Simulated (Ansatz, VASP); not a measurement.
# YS in VASP and in Ansatz

```
Y S
1.0
     0.00000    2.70657    2.70657
     2.70657    0.00000    2.70657
     2.70657    2.70657    0.00000
Y S
1 1
Direct
  0.50000 0.50000 0.50000
  0.00000 0.00000 0.00000
```

Change from the starting cell: volume scaled by 0.96, crystal datasets.

Alike in both runs: task electric field gradients; functional LDA; k mesh 8 × 8 × 8; occupations fermi-dirac, width 0.01 eV; no spin polarisation.

|  | VASP | Ansatz |
| --- | --- | --- |
| version | VASP 6.6.1 | Ansatz 0.2.0 |
| potentials or method | VASP PAW LDA potentials, release 64 (Y_sv, S), cutoff 520 eV | all-electron PAW with datasets made for the crystal, scalar-relativistic |

|  | VASP | Ansatz | Ansatz less VASP |
| --- | --- | --- | --- |
| pressure (GPa) | 0.4 | 0.4 | -0.03 |

LDA's correlation is that of Perdew and Zunger in VASP and of Perdew and Wang (1992) in Ansatz. Ansatz ran all-electron here, and VASP with PAW potentials. Ansatz's warnings: printed levels off.
